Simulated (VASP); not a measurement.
Set up this calculation in VASP 6.6.1, as the native input.

| Quantity | Value |
| --- | --- |
| Task | single point |
| Functional | LDA |
| Potentials or basis | VASP PAW LDA potentials, release 64 (Mo_sv) |
| Cutoff | 520 eV |
| k mesh | 24 × 24 × 20 |
| Occupations | gaussian, width 0.15 eV |
| Spin | no spin polarisation |
| Dipole correction | no |
| Further INCAR settings | ALGO = Fast; EDIFF = 1e-07; NBANDS = 13 |

The structure of Mo lies in POSCAR:

```
Mo
1.0
    2.6499690891      0.0000000000      0.0000000000
   -1.3249845445      2.2949405504      0.0000000000
    0.0000000000      0.0000000000      2.7228062693
Mo
1
Direct
    0.0000000000      0.0000000000      0.5000000000
```

This isn't the form of Mo at room conditions, which is bcc.

This cell differs from its parent crystal: ratio of the length along z to the lengths across it x 1.1, volume and fractional coordinates fixed.

These files were run (other wordings do the same):

INCAR

```
SYSTEM = Mo
PREC     = Accurate       ! precision mode
ENCUT    = 520            ! plane-wave cutoff, eV
EDIFF    = 1E-7           ! SCF threshold, eV
ISMEAR   = 0              ! smearing method
SIGMA    = 0.15           ! smearing width, eV
LREAL    = .FALSE.        ! projectors in reciprocal space
LASPH    = .TRUE.         ! aspherical terms in the spheres
NELM     = 100            ! most SCF steps
ALGO     = Fast           ! electronic algorithm
ISIF     = 2              ! what is computed and relaxed
LWAVE    = .FALSE.        ! write WAVECAR
LCHARG   = .FALSE.        ! write CHGCAR
GGA      = CA             ! functional
NBANDS   = 13             ! bands
```

KPOINTS

```
Automatic mesh
0
G
  24 24 20
  0 0 0
```

Potentials or basis: VASP PAW LDA potentials, release 64 (Mo_sv).

Launch:

```console
$ cat potpaw_LDA.64/Mo_sv/POTCAR > POTCAR
$ mpirun -np 1 vasp_std > vasp.out
```

It gave:

| Quantity | Value |
| --- | --- |
| Pressure | -3.5 GPa |
| Band gap on the k mesh | zero (bands 7 and 8 overlap by 1.95 eV) |

Caveat: the stress differs along the axes, from -22 to 6 GPa.

Run time: 45 s on 1 thread of Intel(R) Xeon(R) 6975P-C (Granite Rapids), on a shared host, peak memory 0.23 GiB.
